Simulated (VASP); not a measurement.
# Fe (Pm-3m) in VASP: further runs

Fe is run at these levels: PBEsol; tasks: single point, relaxation of cell and atoms.

All numbers are computed with VASP 6.6.1; they aren't measurements. Logs are shortened: lines on timing, memory, paths and dates and some standing lists are left out, and cuts for length are marked.

### Step 1. The cell of the first run

It takes space group Pm-3m (No. 221, cubic). The conventional cell has a = 2.002 Å, b = 2.002 Å, c = 2.002 Å, α = 90.00°, β = 90.00°, γ = 90.00°. Within 2.7 Å of Fe (site symmetry m-3m) lie 6 Fe at 2.00 Å.

This isn't the form of Fe at room conditions, which is bcc.

### Step 2. Single point, PBEsol, collinear spin, ferromagnetic start

INCAR

```
PREC     = Accurate       # precision mode
ENCUT    = 520            # plane-wave cutoff, eV
EDIFF    = 1E-6           # SCF threshold, eV
ISMEAR   = -1             # smearing method
SIGMA    = 0.08           # smearing width, eV
LREAL    = F              # projectors in reciprocal space
LASPH    = T              # aspherical terms in the spheres
NELM     = 150            # most SCF steps
ALGO     = Normal         # electronic algorithm
ISIF     = 2              # what is computed and relaxed
LWAVE    = F              # write WAVECAR
LCHARG   = F              # write CHGCAR
ISPIN    = 2              # spin polarisation
MAGMOM   = 2.5            # initial moments
LORBIT   = 11             # projections on sites
LMAXMIX  = 4              # l up to which the mixer works
GGA      = PS             # functional
NBANDS   = 14             # bands
```

KPOINTS

```
regular mesh
0
Gamma
  19 19 19
```

POSCAR

```
Fe
1.0
    2.0020749092      0.0000000000      0.0000000000
    0.0000000000      2.0020749092      0.0000000000
    0.0000000000      0.0000000000      2.0020749092
Fe
1
Direct
    0.0000000000      0.0000000000      0.0000000000
```

Potentials or basis: VASP PAW PBE potentials, release 64 (Fe).

Run with:

```bash
$ cat potpaw_PBE.64/Fe/POTCAR > POTCAR
$ mpirun -np 1 vasp_std > vasp.out
```

OUTCAR:

```text
PREC = Accurate
   ENCUT = 520
   EDIFF = 1E-6
   ISMEAR = -1
   LREAL = F
   LASPH = T
   NELM = 150
   ISIF = 2
   ISPIN = 2
   LORBIT = 11
   GGA = PS

 ion  position               nearest neighbor table
   1  0.000  0.000  0.000-

  LATTYP: Found a simple cubic cell.
 ALAT       =     2.0020749092

  Lattice vectors:

 A1 = (   2.0020749092,   0.0000000000,   0.0000000000)
 A2 = (   0.0000000000,   2.0020749092,   0.0000000000)
 A3 = (   0.0000000000,   0.0000000000,   2.0020749092)

Analysis of symmetry for initial positions (statically):
=====================================================================
 Subroutine PRICEL returns:
 Original cell was already a primitive cell.

 Routine SETGRP: Setting up the symmetry group for a
 simple cubic supercell.

 Subroutine GETGRP returns: Found 48 space group operations
 (whereof 48 operations were pure point group operations)
 out of a pool of 48 trial point group operations.

The static configuration has the point symmetry O_h .

Analysis of symmetry for dynamics (positions and initial velocities):
=====================================================================
 Subroutine PRICEL returns:
 Original cell was already a primitive cell.

 Routine SETGRP: Setting up the symmetry group for a
 simple cubic supercell.

 Subroutine GETGRP returns: Found 48 space group operations
 (whereof 48 operations were pure point group operations)
 out of a pool of 48 trial point group operations.

The dynamic configuration has the point symmetry O_h .

Analysis of structural, dynamic, and magnetic symmetry:
=====================================================================
 Subroutine PRICEL returns:
 Original cell was already a primitive cell.

 Routine SETGRP: Setting up the symmetry group for a
 simple cubic supercell.

 Subroutine GETGRP returns: Found 48 space group operations
 (whereof 48 operations were pure point group operations)
 out of a pool of 48 trial point group operations.

The overall configuration has the point symmetry O_h .

 Subroutine INISYM returns: Found 48 space group operations
 (whereof 48 operations are pure point group operations),
 and found     1 'primitive' translations

----------------------------------------------------------------------------------------

                                     Primitive cell

  volume of cell :       8.0249

  direct lattice vectors                    reciprocal lattice vectors
     2.002074909  0.000000000  0.000000000     0.499481810  0.000000000  0.000000000
     0.000000000  2.002074909  0.000000000     0.000000000  0.499481810  0.000000000
     0.000000000  0.000000000  2.002074909     0.000000000  0.000000000  0.499481810

  length of vectors
     2.002074909  2.002074909  2.002074909     0.499481810  0.499481810  0.499481810

  position of ions in fractional coordinates (direct lattice)
     0.000000000  0.000000000  0.000000000

  ion indices of the primitive-cell ions
   primitive index   ion index
                 1           1

----------------------------------------------------------------------------------------

 KPOINTS: regular mesh

Automatic generation of k-mesh.
 Grid dimensions read from file:
 generate k-points for:   19   19   19

 Generating k-lattice:

  Cartesian coordinates                     Fractional coordinates (reciprocal lattice)
     0.026288516  0.000000000  0.000000000     0.052631579  0.000000000  0.000000000
     0.000000000  0.026288516  0.000000000     0.000000000  0.052631579  0.000000000
     0.000000000  0.000000000  0.026288516     0.000000000  0.000000000  0.052631579

  Length of vectors
     0.026288516  0.026288516  0.026288516

  Shift w.r.t. Gamma in fractional coordinates (k-lattice)
     0.000000000  0.000000000  0.000000000

 Subroutine IBZKPT returns following result:
 ===========================================

 Found    220 irreducible k-points:

 Following reciprocal coordinates:
            Coordinates               Weight
  0.000000  0.000000  0.000000      1.000000
  0.052632  0.000000  0.000000      6.000000
  0.105263  0.000000  0.000000      6.000000
  0.157895  0.000000  0.000000      6.000000
  0.210526  0.000000  0.000000      6.000000
  0.263158  0.000000  0.000000      6.000000
[... 16 lines left out ...]
  0.263158  0.105263  0.000000     24.000000
  0.315789  0.105263  0.000000     24.000000
 [... further k-points ...]
   k-points           NKPTS =    220   k-points in BZ     NKDIM =    220   number of bands    NBANDS=     14
   number of dos      NEDOS =    301   number of ions     NIONS =      1
   total plane-waves  NPLWV =   4096
   dimension x,y,z NGX =    16 NGY =   16 NGZ =   16
   dimension x,y,z NGXF=    32 NGYF=   32 NGZF=   32
   ions per type =               1
   NGX,Y,Z   is equivalent  to a cutoff of  13.29, 13.29, 13.29 a.u.
   NGXF,Y,Z  is equivalent  to a cutoff of  26.57, 26.57, 26.57 a.u.
 SYSTEM =  unknown system
   PREC   = accura    normal or accurate (medium, high low for compatibility)
   ISTART =      0    job   : 0-new  1-cont  2-samecut
   ICHARG =      2    charge: 1-file 2-atom 10-const
   ISPIN  =      2    spin polarized calculation?
   LNONCOLLINEAR =      F non collinear calculations
   LSORBIT =      F    spin-orbit coupling
   LASPH  =      T    aspherical Exc in radial PAW
   ENCUT  =  520.0 eV  38.22 Ry    6.18 a.u.   3.72  3.72  3.72*2*pi/ulx,y,z
   NELM   =    150;   NELMIN=  2; NELMDL= -5     # of ELM steps
   EDIFF  = 0.1E-05   stopping-criterion for ELM
   LREAL  =      F    real-space projection
   EDIFFG = 0.1E-04   stopping-criterion for IOM
   NSW    =      0    number of steps for IOM
   IBRION =     -1    ionic relax: 0-MD 1-quasi-New 2-CG
   NFREE  =      0    steps in history (QN), initial steepest desc. (CG)
   ISIF   =      2    stress and relaxation
   ISYM   =      2    0-nonsym 1-usesym 2-fastsym
   POTIM  = 0.5000    time-step for ionic-motion
   TEBEG  =    0.0;   TEEND  =   0.0 temperature during run
   PSTRESS=    0.0 pullay stress
   NELECT =       8.0000    total number of electrons
   NUPDOWN=      -1.0000    fix difference up-down
   EMIN   =  10.00;   EMAX   =-10.00  energy-range for DOS
   EFERMI =   0.00;   METHOD = LEGACY
   ISMEAR =    -1;   SIGMA  =   0.08  broadening in eV -4-tet -1-fermi 0-gaus
   EFERMI_NEDOS =   21; number of points for ismear=-14 and -15
   IALGO  =     38    algorithm
   IMIX   =      4    mixing-type and parameters
     AMIX     =   0.40;   BMIX     =  1.00
     AMIX_MAG =   1.60;   BMIX_MAG =  1.00
  volume/ion in A,a.u.               =       8.02        54.15
  Fermi-wavevector in a.u.,A,eV,Ry     =   1.635402  3.090462 36.389318  2.674539
  Thomas-Fermi vector in A             =   2.726881
   LORBIT       =     11    0 simple, 1 ext, 2 COOP (PROOUT), +10 PAW based schemes
   GGA     = PS    functional components
   LHFCALC =     F    Hartree Fock is set to
   AEXX    =    0.0000 exact exchange contribution
   IVDW    =     0    specifies the selected vdW correction
   LEPSILON=     F    determine dielectric tensor
   LRPA    =     F    only Hartree local field effects (RPA)
 spin polarized calculation
  energy-cutoff  :      520.00
  volume of cell :        8.02
 maximum number of plane-waves:       228
 NGX is ok and might be reduce to    16
   NGX =  7   NGY =  7   NGZ =  7

 number of electron       8.0000007 magnetization       0.0031564

 number of electron       8.0000007 magnetization      -0.0002409

 Free energy of the ion-electron system (eV)
  ---------------------------------------------------
  ext. energy  EPLUGINS =         0.00000000
  ---------------------------------------------------
  free energy    TOTEN  =        -6.75262256 eV

  energy without entropy =       -6.72529377  energy(sigma->0) =       -6.73895816

 E-fermi :  10.3872     XC(G=0): -15.2620

 val. band max:       10.3862325616   @ k =   0.4211   0.2105   0.2105
 cond. band min:      10.4051789429   @ k =   0.3158   0.3158   0.0526
 fundamental gap:      0.0189463813
 Fermi energy:        10.3872349667

 spin component 1

 k-point     1 :       0.0000    0.0000    0.0000
  band No.  band energies     occupation
      1      -0.2705      1.00000
      2       4.0397      1.00000
      3       4.0397      1.00000
      4      12.0307      0.00000
      5      12.0307      0.00000
      6      12.0307      0.00000
      7      36.3514      0.00000
      8      36.3514      0.00000
      9      36.3514      0.00000
     10      41.7438      0.00000
     11      41.7438      0.00000
     12      48.3739      0.00000
     13      61.8371      0.00000
     14      61.8371      0.00000
[... 375 lines left out ...]
 k-point    24 :       0.3158    0.1053    0.0000
  band No.  band energies     occupation
      1       3.4318      1.00000
      2       5.1075      1.00000
      3       6.8965      1.00000
      4      10.0268      0.98907
      5      10.0729      0.98071
      6      11.9127      0.00000
      7      23.4337      0.00000
      8      35.8922      0.00000
      9      41.5201      0.00000
     10      42.2879      0.00000
     11      47.6914      0.00000
     12      52.1959      0.00000
     13      55.2932      0.00000
     14      56.0308      0.00000

 [... further k-points ...]

 spin component 2

 k-point     1 :       0.0000    0.0000    0.0000
  band No.  band energies     occupation
      1      -0.2705      1.00000
      2       4.0396      1.00000
      3       4.0396      1.00000
      4      12.0303      0.00000
      5      12.0303      0.00000
      6      12.0303      0.00000
      7      36.3513      0.00000
      8      36.3513      0.00000
      9      36.3513      0.00000
     10      41.7438      0.00000
     11      41.7438      0.00000
     12      48.3739      0.00000
     13      61.8371      0.00000
     14      61.8371      0.00000
[... 375 lines left out ...]
 k-point    24 :       0.3158    0.1053    0.0000
  band No.  band energies     occupation
      1       3.4317      1.00000
      2       5.1074      1.00000
      3       6.8964      1.00000
      4      10.0265      0.98911
      5      10.0727      0.98077
      6      11.9124      0.00000
      7      23.4336      0.00000
      8      35.8921      0.00000
      9      41.5201      0.00000
     10      42.2878      0.00000
     11      47.6913      0.00000
     12      52.1959      0.00000
     13      55.2931      0.00000
     14      56.0307      0.00000

 [... further k-points ...]

------------------------ aborting loop because EDIFF is reached ----------------------------------------

  FORCE on cell =-STRESS in cart. coord.  units (eV):
  Direction    XX          YY          ZZ          XY          YZ          ZX
  --------------------------------------------------------------------------------------
  -------------------------------------------------------------------------------------
  Total        7.8343957      7.8343957      7.8343957     -0.0000000     -0.0000000      0.0000000
  in kB     1564.1381739   1564.1381739   1564.1381739     -0.0000000     -0.0000000      0.0000000
  external PRESSURE =    1564.1381739 kB  Pullay stress =       0.0000000 kB

 VOLUME and BASIS-vectors are now :
 -----------------------------------------------------------------------------
  energy-cutoff  :      520.00
  volume of cell :        8.02
      direct lattice vectors                 reciprocal lattice vectors
     2.002074909  0.000000000  0.000000000     0.499481810  0.000000000  0.000000000
     0.000000000  2.002074909  0.000000000     0.000000000  0.499481810  0.000000000
     0.000000000  0.000000000  2.002074909     0.000000000  0.000000000  0.499481810

 POSITION                                       TOTAL-FORCE (eV/Angst)
 -----------------------------------------------------------------------------------
      0.00000      0.00000      0.00000         0.000000      0.000000      0.000000
 -----------------------------------------------------------------------------------
    total drift:                               -0.000000     -0.000000      0.000000

  FREE ENERGIE OF THE ION-ELECTRON SYSTEM (eV)
  ---------------------------------------------------
  free  energy   TOTEN  =        -6.7526225596 eV

  energy  without entropy=       -6.7252937692  energy(sigma->0) =       -6.73895816

 total charge

# of ion       s       p       d       tot
------------------------------------------
    1        0.702   0.810   6.988   8.499

 magnetization (x)

# of ion       s       p       d       tot
------------------------------------------
    1       -0.000   0.000  -0.000  -0.000
```

It took 34 s on 1 thread of Intel Xeon 8259CL, shared host; peak memory 0.15 GiB.

Results:

- Free energy: -6.7526 eV
- Pressure: 156.4 GPa
- Band gap on the k mesh: zero (filled and empty bands overlap)
- Net moment: 0.00 μB per cell

Caveat: the cell stands under pressure; the PAW data sets were made with another functional, which shifts forces and pressure a little.

### Step 3. Single point, PBEsol, collinear spin, ferromagnetic start

INCAR

```
SYSTEM = Fe
PREC = Accurate
ENCUT = 520
EDIFF = 1E-7
ISMEAR = -1
SIGMA = 0.08
LREAL = .FALSE.
LASPH = .TRUE.
NELM = 150
ALGO = Normal
ISIF = 2
LWAVE = .FALSE.
LCHARG = .FALSE.
ISPIN = 2
MAGMOM = 2.5
LORBIT = 11
LMAXMIX = 4
GGA = PS
NBANDS = 14
```

KPOINTS

```
regular mesh
0
G
  19 19 19
  0 0 0
```

POSCAR

```
Fe
1.0
    2.0019643365      0.0000000000      0.0000000000
    0.0000000000      2.0019643365      0.0000000000
    0.0000000000      0.0000000000      2.0019643365
Fe
1
Direct
    0.0000000000      0.0000000000      0.0000000000
```

Potentials or basis: VASP PAW PBE potentials, release 64 (Fe).

Run with:

```bash
$ cat potpaw_PBE.64/Fe/POTCAR > POTCAR
$ mpirun -np 1 vasp_std > vasp.out
```

Run time: 30 s. Hardware: 1 thread of Intel Xeon 8259CL, shared host; peak memory 0.15 GiB.

The run converged. Its results:

```
Free energy            : -6.7513 eV
Pressure               : 156.5 GPa
Band gap on the k mesh : zero (filled and empty bands overlap)
Net moment             : 0.00 μB per cell
```

Levels at points of the mesh, in eV from the Fermi level:
Spin up:
```csv
k point,band 1,band 2,band 3,band 4,band 5,band 6,band 7,band 8,band 9
"(0.00, 0.00, 0.00)",-10.66,-6.35,-6.35,1.64,1.64,1.64,25.97,25.97,25.97
```
Spin down:
```csv
k point,band 2,band 3,band 4,band 5,band 6,band 7
"(0.00, 0.00, 0.00)",-6.35,-6.35,1.64,1.64,1.64,25.97
```

Caveat: the cell stands under pressure; the PAW data sets were made with another functional, which shifts forces and pressure a little.

(Part 1 of 2 ends here.)
